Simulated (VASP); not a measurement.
# Cu (Fm-3m) in VASP: a series of runs

The runs below take Cu through single point, with PBE.

Everything below comes from runs of VASP 6.6.1. Logs are shortened: lines on timing, memory, paths and dates and some standing lists are left out, and cuts for length are marked.

## 1. The cell of the first run

It takes space group Fm-3m (No. 225, cubic). Conventional cell: a = 3.593 Å, b = 3.593 Å, c = 3.593 Å, α = 90.00°, β = 90.00°, γ = 90.00°. Cu (site symmetry m-3m) has 12 Cu at 2.54 Å within 3.4 Å.

## 2. Single point, PBE

INCAR

```
PREC = Accurate ; ENCUT = 600
EDIFF = 1E-6 ; ISMEAR = -5
SIGMA = 0.1 ; LREAL = False
LASPH = True ; NELM = 120
ALGO = Normal ; ISIF = 2
LWAVE = False ; LCHARG = False
GGA = PE ; NBANDS = 12
GGA_COMPAT = False
```

KPOINTS

```
regular mesh
0
Gamma
  14 14 14
```

POSCAR

```
Cu
1.0
    0.0000000000      1.7966500000      1.7966500000
    1.7966500000      0.0000000000      1.7966500000
    1.7966500000      1.7966500000      0.0000000000
Cu
1
Direct
    0.0000000000      0.0000000000      0.0000000000
```

Potentials or basis: VASP PAW PBE potentials, release 64 (Cu).

Started as:

```
$ cat potpaw_PBE.64/Cu/POTCAR > POTCAR
$ mpirun -np 1 vasp_std > vasp.out
```

OUTCAR:

```text
PREC = Accurate
   ENCUT = 600
   EDIFF = 1E-6
   ISMEAR = -5
   LREAL = False
   LASPH = True
   NELM = 120
   ISIF = 2
   GGA = PE

 ion  position               nearest neighbor table
   1  0.000  0.000  0.000-

  LATTYP: Found a face centered cubic cell.
 ALAT       =     3.5933000000

  Lattice vectors:

 A1 = (   0.0000000000,   1.7966500000,   1.7966500000)
 A2 = (   1.7966500000,   0.0000000000,   1.7966500000)
 A3 = (   1.7966500000,   1.7966500000,   0.0000000000)

Analysis of symmetry for initial positions (statically):
=====================================================================
 Subroutine PRICEL returns:
 Original cell was already a primitive cell.

 Routine SETGRP: Setting up the symmetry group for a
 face centered cubic supercell.

 Subroutine GETGRP returns: Found 48 space group operations
 (whereof 48 operations were pure point group operations)
 out of a pool of 48 trial point group operations.

The static configuration has the point symmetry O_h .

Analysis of symmetry for dynamics (positions and initial velocities):
=====================================================================
 Subroutine PRICEL returns:
 Original cell was already a primitive cell.

 Routine SETGRP: Setting up the symmetry group for a
 face centered cubic supercell.

 Subroutine GETGRP returns: Found 48 space group operations
 (whereof 48 operations were pure point group operations)
 out of a pool of 48 trial point group operations.

The dynamic configuration has the point symmetry O_h .

 Subroutine INISYM returns: Found 48 space group operations
 (whereof 48 operations are pure point group operations),
 and found     1 'primitive' translations

----------------------------------------------------------------------------------------

                                     Primitive cell

  volume of cell :      11.5990

  direct lattice vectors                    reciprocal lattice vectors
     0.000000000  1.796650000  1.796650000    -0.278295717  0.278295717  0.278295717
     1.796650000  0.000000000  1.796650000     0.278295717 -0.278295717  0.278295717
     1.796650000  1.796650000  0.000000000     0.278295717  0.278295717 -0.278295717

  length of vectors
     2.540846797  2.540846797  2.540846797     0.482022321  0.482022321  0.482022321

  position of ions in fractional coordinates (direct lattice)
     0.000000000  0.000000000  0.000000000

  ion indices of the primitive-cell ions
   primitive index   ion index
                 1           1

----------------------------------------------------------------------------------------

 KPOINTS: regular mesh

Automatic generation of k-mesh.
 Grid dimensions read from file:
 generate k-points for:   14   14   14

 Generating k-lattice:

  Cartesian coordinates                     Fractional coordinates (reciprocal lattice)
    -0.019878266  0.019878266  0.019878266     0.071428571  0.000000000  0.000000000
     0.019878266 -0.019878266  0.019878266     0.000000000  0.071428571  0.000000000
     0.019878266  0.019878266 -0.019878266     0.000000000  0.000000000  0.071428571

  Length of vectors
     0.034430166  0.034430166  0.034430166

  Shift w.r.t. Gamma in fractional coordinates (k-lattice)
     0.000000000  0.000000000  0.000000000

 TETIRR: Found    389 inequivalent tetrahedra from    16464

 Subroutine IBZKPT returns following result:
 ===========================================

 Found    104 irreducible k-points:

 Following reciprocal coordinates:
            Coordinates               Weight
  0.000000  0.000000  0.000000      1.000000
  0.071429  0.000000  0.000000      8.000000
  0.142857  0.000000  0.000000      8.000000
  0.214286  0.000000  0.000000      8.000000
  0.285714  0.000000  0.000000      8.000000
  0.357143  0.000000  0.000000      8.000000
[... 16 lines left out ...]
  0.214286  0.142857  0.000000     24.000000
  0.285714  0.142857  0.000000     24.000000
 [... further k-points ...]
   k-points           NKPTS =    104   k-points in BZ     NKDIM =    104   number of bands    NBANDS=     12
   number of dos      NEDOS =    301   number of ions     NIONS =      1
   total plane-waves  NPLWV =   8000
   dimension x,y,z NGX =    20 NGY =   20 NGZ =   20
   dimension x,y,z NGXF=    40 NGYF=   40 NGZF=   40
   ions per type =               1
   NGX,Y,Z   is equivalent  to a cutoff of  13.09, 13.09, 13.09 a.u.
   NGXF,Y,Z  is equivalent  to a cutoff of  26.17, 26.17, 26.17 a.u.
 SYSTEM =  unknown system
   PREC   = accura    normal or accurate (medium, high low for compatibility)
   ISTART =      0    job   : 0-new  1-cont  2-samecut
   ICHARG =      2    charge: 1-file 2-atom 10-const
   ISPIN  =      1    spin polarized calculation?
   LNONCOLLINEAR =      F non collinear calculations
   LSORBIT =      F    spin-orbit coupling
   LASPH  =      T    aspherical Exc in radial PAW
   ENCUT  =  600.0 eV  44.10 Ry    6.64 a.u.   5.07  5.07  5.07*2*pi/ulx,y,z
   NELM   =    120;   NELMIN=  2; NELMDL= -5     # of ELM steps
   EDIFF  = 0.1E-05   stopping-criterion for ELM
   LREAL  =      F    real-space projection
   EDIFFG = 0.1E-04   stopping-criterion for IOM
   NSW    =      0    number of steps for IOM
   IBRION =     -1    ionic relax: 0-MD 1-quasi-New 2-CG
   NFREE  =      0    steps in history (QN), initial steepest desc. (CG)
   ISIF   =      2    stress and relaxation
   ISYM   =      2    0-nonsym 1-usesym 2-fastsym
   POTIM  = 0.5000    time-step for ionic-motion
   TEBEG  =    0.0;   TEEND  =   0.0 temperature during run
   PSTRESS=    0.0 pullay stress
   NELECT =      11.0000    total number of electrons
   NUPDOWN=      -1.0000    fix difference up-down
   EMIN   =  10.00;   EMAX   =-10.00  energy-range for DOS
   EFERMI =   0.00;   METHOD = LEGACY
   ISMEAR =    -5;   SIGMA  =   0.10  broadening in eV -4-tet -1-fermi 0-gaus
   EFERMI_NEDOS =   21; number of points for ismear=-14 and -15
   IALGO  =     38    algorithm
   IMIX   =      4    mixing-type and parameters
     AMIX     =   0.40;   BMIX     =  1.00
     AMIX_MAG =   1.60;   BMIX_MAG =  1.00
  volume/ion in A,a.u.               =      11.60        78.27
  Fermi-wavevector in a.u.,A,eV,Ry     =   1.608418  3.039469 35.198385  2.587008
  Thomas-Fermi vector in A             =   2.704291
   LORBIT       =      0    0 simple, 1 ext, 2 COOP (PROOUT), +10 PAW based schemes
   GGA     = PE    functional components
   LHFCALC =     F    Hartree Fock is set to
   AEXX    =    0.0000 exact exchange contribution
   IVDW    =     0    specifies the selected vdW correction
   LEPSILON=     F    determine dielectric tensor
   LRPA    =     F    only Hartree local field effects (RPA)
 non-spin polarized calculation
 Fermi weights with tetrahedron method with Bloechl corrections
  energy-cutoff  :      600.00
  volume of cell :       11.60
 maximum number of plane-waves:       395
   NGX = 11   NGY = 11   NGZ = 11

 number of electron      11.0000008 magnetization

 Free energy of the ion-electron system (eV)
  ---------------------------------------------------
  ext. energy  EPLUGINS =         0.00000000
  ---------------------------------------------------
  free energy    TOTEN  =        -3.72253657 eV

  energy without entropy =       -3.72253657  energy(sigma->0) =       -3.72253657

 E-fermi :   7.8717     XC(G=0): -12.8314

 val. band max:        7.8248602270   @ k =   0.5000   0.2143   0.0714
 cond. band min:       7.8966209326   @ k =   0.5000   0.3571   0.1429
 fundamental gap:      0.0717607056
 Fermi energy:         7.8717208174

 k-point     1 :       0.0000    0.0000    0.0000
  band No.  band energies     occupation
      1      -1.6783      2.00000
      2       4.7262      2.00000
      3       4.7262      2.00000
      4       4.7262      2.00000
      5       5.5715      2.00000
      6       5.5715      2.00000
      7      30.5499      0.00000
      8      33.3354      0.00000
      9      33.3354      0.00000
     10      33.3354      0.00000
     11      35.8425      0.00000
     12      35.8425      0.00000

 k-point     2 :       0.0714    0.0000    0.0000
  band No.  band energies     occupation
      1      -1.4902      2.00000
      2       4.6860      2.00000
      3       4.7618      2.00000
      4       4.7618      2.00000
      5       5.5577      2.00000
      6       5.5577      2.00000
      7      29.3872      0.00000
      8      31.6297      0.00000
      9      32.7839      0.00000
     10      32.7839      0.00000
     11      36.6531      0.00000
     12      36.6531      0.00000

 k-point     3 :       0.1429    0.0000    0.0000
  band No.  band energies     occupation
      1      -0.9369      2.00000
      2       4.5844      2.00000
      3       4.8432      2.00000
      4       4.8432      2.00000
      5       5.5400      2.00000
      6       5.5400      2.00000
      7      25.8875      0.00000
      8      31.1355      0.00000
      9      31.9192      0.00000
     10      31.9192      0.00000
     11      37.6839      0.00000
     12      38.0436      0.00000
[... 286 lines left out ...]
 k-point    23 :       0.2143    0.1429    0.0000
  band No.  band energies     occupation
      1      -0.0498      2.00000
      2       4.3077      2.00000
      3       5.0146      2.00000
      4       5.0703      2.00000
      5       5.3174      2.00000
      6       5.7371      2.00000
      7      25.1170      0.00000
      8      27.5499      0.00000
      9      28.7217      0.00000
     10      30.7540      0.00000
     11      33.5091      0.00000
     12      40.0186      0.00000

 k-point    24 :       0.2857    0.1429    0.0000
  band No.  band energies     occupation
      1       0.8710      2.00000
      2       4.1965      2.00000
      3       4.8791      2.00000
      4       5.1119      2.00000
      5       5.5969      2.00000
      6       5.8567      2.00000
      7      21.4983      0.00000
      8      26.7713      0.00000
      9      28.1069      0.00000
     10      30.0012      0.00000
     11      34.5864      0.00000
     12      39.3447      0.00000

 [... further k-points ...]
[... 5 lines left out ...]
  --------------------------------------------------------------------------------------
  -------------------------------------------------------------------------------------
  Total        0.3723715      0.3723715      0.3723715      0.0000000     -0.0000000      0.0000000
  in kB       51.4359321     51.4359321     51.4359321      0.0000000     -0.0000000      0.0000000
  external PRESSURE =      51.4359321 kB  Pullay stress =       0.0000000 kB

 VOLUME and BASIS-vectors are now :
 -----------------------------------------------------------------------------
  energy-cutoff  :      600.00
  volume of cell :       11.60
      direct lattice vectors                 reciprocal lattice vectors
     0.000000000  1.796650000  1.796650000    -0.278295717  0.278295717  0.278295717
     1.796650000  0.000000000  1.796650000     0.278295717 -0.278295717  0.278295717
     1.796650000  1.796650000  0.000000000     0.278295717  0.278295717 -0.278295717

 POSITION                                       TOTAL-FORCE (eV/Angst)
 -----------------------------------------------------------------------------------
      0.00000      0.00000      0.00000        -0.000000      0.000000      0.000000
 -----------------------------------------------------------------------------------
    total drift:                               -0.000000     -0.000000     -0.000000

  FREE ENERGIE OF THE ION-ELECTRON SYSTEM (eV)
  ---------------------------------------------------
  free  energy   TOTEN  =        -3.7225365736 eV

  energy  without entropy=       -3.7225365736  energy(sigma->0) =       -3.72253657
```

Run time: 25 s. Hardware: 1 thread of AMD EPYC 7R13, shared host; peak memory 0.1 GiB.

What came out:

```
Free energy : -3.7225 eV
Pressure    : 5.1 GPa
```

Caveat: tetrahedron occupations give inexact forces and stress in metals.

## 3. Single point, PBE

INCAR

```
SYSTEM = Cu
PREC = Accurate
ENCUT = 600
EDIFF = 1E-6
ISMEAR = -1
SIGMA = 5E-4
LREAL = .FALSE.
LASPH = .TRUE.
NELM = 120
ALGO = Normal
ISIF = 2
LWAVE = .FALSE.
LCHARG = .FALSE.
GGA = PE
NBANDS = 12
GGA_COMPAT = .FALSE.
```

KPOINTS

```
Automatic mesh
0
G
  14 14 14
  0 0 0
```

POSCAR is that of step 2.

Potentials or basis: VASP PAW PBE potentials, release 64 (Cu).

Started as:

```
$ cat potpaw_PBE.64/Cu/POTCAR > POTCAR
$ mpirun -np 1 vasp_std > vasp.out
```

OUTCAR:

```text
SYSTEM = Cu
   PREC = Accurate
   ENCUT = 600
   EDIFF = 1E-6
   ISMEAR = -1
   LREAL = .FALSE.
   LASPH = .TRUE.
   NELM = 120
   ISIF = 2
   GGA = PE

 ion  position               nearest neighbor table
   1  0.000  0.000  0.000-

  LATTYP: Found a face centered cubic cell.
 ALAT       =     3.5933000000

  Lattice vectors:

 A1 = (   0.0000000000,   1.7966500000,   1.7966500000)
 A2 = (   1.7966500000,   0.0000000000,   1.7966500000)
 A3 = (   1.7966500000,   1.7966500000,   0.0000000000)

Analysis of symmetry for initial positions (statically):
=====================================================================
 Subroutine PRICEL returns:
 Original cell was already a primitive cell.

 Routine SETGRP: Setting up the symmetry group for a
 face centered cubic supercell.

 Subroutine GETGRP returns: Found 48 space group operations
 (whereof 48 operations were pure point group operations)
 out of a pool of 48 trial point group operations.

The static configuration has the point symmetry O_h .

Analysis of symmetry for dynamics (positions and initial velocities):
=====================================================================
 Subroutine PRICEL returns:
[... 159 lines left out ...]
 Fermi energy:         7.8277897176

 k-point     1 :       0.0000    0.0000    0.0000
  band No.  band energies     occupation
      1      -1.6780      2.00000
      2       4.7322      2.00000
      3       4.7322      2.00000
      4       4.7322      2.00000
      5       5.5779      2.00000
      6       5.5779      2.00000
      7      30.5500      0.00000
      8      33.3359      0.00000
      9      33.3359      0.00000
     10      33.3359      0.00000
     11      35.8442      0.00000
     12      35.8442      0.00000
[... 331 lines left out ...]
 k-point    24 :       0.2857    0.1429    0.0000
  band No.  band energies     occupation
      1       0.8716      2.00000
      2       4.2020      2.00000
      3       4.8850      2.00000
      4       5.1180      2.00000
      5       5.6029      2.00000
      6       5.8631      2.00000
      7      21.4998      0.00000
      8      26.7724      0.00000
      9      28.1077      0.00000
     10      30.0025      0.00000
     11      34.5874      0.00000
     12      39.3453      0.00000

 [... further k-points ...]
[... 5 lines left out ...]
  --------------------------------------------------------------------------------------
  -------------------------------------------------------------------------------------
  Total        0.3820732      0.3820732      0.3820732      0.0000000      0.0000000      0.0000000
  in kB       52.7760321     52.7760321     52.7760321      0.0000000      0.0000000      0.0000000
  external PRESSURE =      52.7760321 kB  Pullay stress =       0.0000000 kB

 VOLUME and BASIS-vectors are now :
 -----------------------------------------------------------------------------
  energy-cutoff  :      600.00
  volume of cell :       11.60
      direct lattice vectors                 reciprocal lattice vectors
     0.000000000  1.796650000  1.796650000    -0.278295717  0.278295717  0.278295717
     1.796650000  0.000000000  1.796650000     0.278295717 -0.278295717  0.278295717
     1.796650000  1.796650000  0.000000000     0.278295717  0.278295717 -0.278295717

 POSITION                                       TOTAL-FORCE (eV/Angst)
 -----------------------------------------------------------------------------------
      0.00000      0.00000      0.00000         0.000000      0.000000     -0.000000
 -----------------------------------------------------------------------------------
    total drift:                               -0.000000     -0.000000     -0.000000

  FREE ENERGIE OF THE ION-ELECTRON SYSTEM (eV)
  ---------------------------------------------------
  free  energy   TOTEN  =        -3.7215892813 eV

  energy  without entropy=       -3.7215834363  energy(sigma->0) =       -3.72158636
```

It took 24 s on 1 thread of AMD EPYC 7R13, shared host; peak memory 0.1 GiB.

What came out:

```
Free energy : -3.7216 eV
Pressure    : 5.3 GPa
```
